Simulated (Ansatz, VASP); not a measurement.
CdTe: VASP beside Ansatz

```
CELL_PARAMETERS angstrom
0.00000 3.20500 3.20500
3.20500 0.00000 3.20500
3.20500 3.20500 0.00000
ATOMIC_POSITIONS crystal
Cd 0.00000 0.00000 0.00000
Te 0.75000 0.75000 0.75000
```

Alike in both runs: task single point; functional LDA; k mesh 6 × 6 × 6; no spin polarisation.

|  | VASP | Ansatz |
| --- | --- | --- |
| version | VASP 6.6.1 | Ansatz 0.2.0 |
| potentials or method | VASP PAW LDA potentials, release 64 (Cd, Te), cutoff 500 eV | all-electron LAPW, scalar-relativistic |
| occupations | gaussian, width 0.01 eV | fixed |

```tsv
	VASP	Ansatz	Ansatz less VASP
gap on the k mesh at the Fermi level (eV)	0.65	0.61	-0.044
pressure (GPa)	0.3	0.0	-0.25
```

LDA's correlation is that of Perdew and Zunger in VASP and of Perdew and Wang (1992) in Ansatz. Ansatz ran all-electron here, and VASP with PAW potentials.

Neither program's run includes spin-orbit coupling.
